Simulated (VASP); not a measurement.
A run of VASP 6.6.1 is set up as follows.

The input INCAR:

```
SYSTEM = Co
ALGO = Normal
EDIFF = 1E-6
EDIFFG = -0.01
ENCUT = 600
GGA = PS
IBRION = 2
ISIF = 3
ISMEAR = -1
ISPIN = 2
LASPH = .TRUE.
LCHARG = .FALSE.
LMAXMIX = 4
LORBIT = 11
LREAL = .FALSE.
LWAVE = .FALSE.
MAGMOM = 2 2
NELM = 150
NSW = 80
PREC = Accurate
PSTRESS = 200.0
SIGMA = 0.05
```

KPOINTS

```
k-points
0
G
  12 12 7
  0 0 0
```

File POSCAR:

```
Co
1.0
    2.4719999032      0.0000000000      0.0000000000
   -1.2359999516      2.1408147143      0.0000000000
    0.0000000000      0.0000000000      4.0211440800
Co
2
Direct
    0.6666666667      0.3333333333      0.7500000000
    0.3333333333      0.6666666667      0.2500000000
```

Potentials or basis: VASP PAW PBE potentials, release 64 (Co).

Command:

```sh
$ cat potpaw_PBE.64/Co/POTCAR > POTCAR
$ mpirun -np 1 vasp_std > vasp.out
```

Question: What does it give for the net moment?

Answer: 2.98 μB per cell.

Question: Estimate the relaxed volume.

Answer: 9.62 Å³/atom.

Question: What does it give for the relaxed cell?

Answer: a = 2.396 Å, b = 2.396 Å, c = 3.870 Å, α = 90.00°, β = 90.00°, γ = 120.00°.

The path:
| step | energy change (eV) | largest force (eV/Å) | pressure (GPa) | volume (Å³) |
| --- | --- | --- | --- | --- |
| 1 | 0.0000 | 0.0000 | -6.67 | 21.28 |
| 2 | 1.0587 | 0.0000 | 95.14 | 16.28 |
| 3 | 0.0506 | 0.0000 | 17.79 | 19.37 |
| 4 | 0.0637 | 0.0000 | 19.80 | 19.26 |
| 5 | 0.0686 | 0.0000 | 20.44 | 19.22 |
| 6 | 0.0603 | 0.0000 | 19.31 | 19.29 |
| 7 | 0.0630 | 0.0000 | 19.69 | 19.26 |
| 8 | 0.0670 | 0.0000 | 20.29 | 19.23 |
| 9 | 0.0651 | 0.0000 | 20.04 | 19.25 |

Caveat: the cell is relaxed towards a set pressure, so the enthalpy falls and the energy may rise; the PAW data sets were made with another functional, which shifts forces and pressure a little.
